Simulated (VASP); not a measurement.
Input of a VASP 6.6.1 run:

Contents of INCAR:

```
PREC = Accurate ; ENCUT = 520
EDIFF = 1E-7 ; ISMEAR = 0
SIGMA = 0.1 ; LREAL = F
LASPH = T ; NELM = 100
ALGO = Normal ; ISIF = 2
LWAVE = F ; LCHARG = F
GGA = PE ; NBANDS = 66
```

The input KPOINTS:

```
regular mesh
0
Gamma
  4 4 2
```

File POSCAR:

```
Ge
1.0
    2.6811797735     -3.7648860637      0.0000000000
    2.6811797735      3.7648860637      0.0000000000
    0.0000000000      0.0000000000      7.9735313643
Ge
8
Direct
    0.2504249609      0.7495750391      0.4994003492
    0.7495750391      0.2504249609      0.9994003492
    0.2504249609      0.7495750391      0.0005996508
    0.7495750391      0.2504249609      0.5005996508
    0.5008059327      0.4991940673      0.2500000000
    0.4991940673      0.5008059327      0.7500000000
    0.9994178812      0.0005821188      0.2500000000
    0.0005821188      0.9994178812      0.7500000000
```

Potentials or basis: VASP PAW PBE potentials, release 64 (Ge_d).

Launch:

```bash
$ cat potpaw_PBE.64/Ge_d/POTCAR > POTCAR
$ mpirun -np 1 vasp_std > vasp.out
```

Problem. Predict the largest force.

Solution. 0.008 eV/Å.

Problem. Predict the pressure.

Solution. 0.1 GPa.

Problem. What does it give for the band gap on the k mesh?

Solution. Zero (bands 56 and 57 overlap by 1.91 eV).

Stress tensor (GPa, compression positive):
```
 0.17  0.00  0.00
 0.00 -0.02  0.00
 0.00  0.00  0.12
```

Caveat: the k points lie up to 0.39 Å⁻¹ apart, too coarse for converged energies and pressures of a metal.
